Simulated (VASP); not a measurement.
Here is a VASP 6.6.1 calculation.

File INCAR:

```
SYSTEM = SmSi4
PREC = Accurate
ENCUT = 500
EDIFF = 1E-6
ISMEAR = 0
SIGMA = 0.1
LREAL = .FALSE.
LASPH = .TRUE.
NELM = 200
ALGO = Normal
ISIF = 2
LWAVE = .FALSE.
LCHARG = .FALSE.
GGA = PE
NBANDS = 22
GGA_COMPAT = .FALSE.
LMAXMIX = 6
```

KPOINTS

```
regular mesh
0
G
  4 4 4
  0 0 0
```

POSCAR

```
SmSi4
1.0
   -3.1731735472      3.1731735472      3.1731735472
    3.1731735472     -3.1731735472      3.1731735472
    3.1731735472      3.1731735472     -3.1731735472
Sm Si
1 4
Direct
    0.0000000000      0.0000000000      0.0000000000
    0.5000073862      0.5000073862      0.5000073862
    0.4999926138      0.0000000000      0.0000000000
    0.0000000000      0.0000000000      0.4999926138
    0.0000000000      0.4999926138      0.0000000000
```

Potentials or basis: VASP PAW PBE potentials, release 64 (Sm_3, Si), 4f in core.

The run is started by

```sh
$ cat potpaw_PBE.64/Sm_3/POTCAR potpaw_PBE.64/Si/POTCAR > POTCAR
$ mpirun -np 1 vasp_std > vasp.out
```

Q: What does it give for the band gap on the k mesh?

A: Zero (an odd number of electrons rules out a gap without spin polarisation).

Q: Estimate the pressure.

A: 0.4 GPa.

Caveat: spin-orbit coupling is left out, which moves the levels of the heavy elements; the 4f electrons are frozen in the core, so they carry no moment and show no levels. Spin polarisation is off, so any magnetic state and its effect on volume and gap are missing.
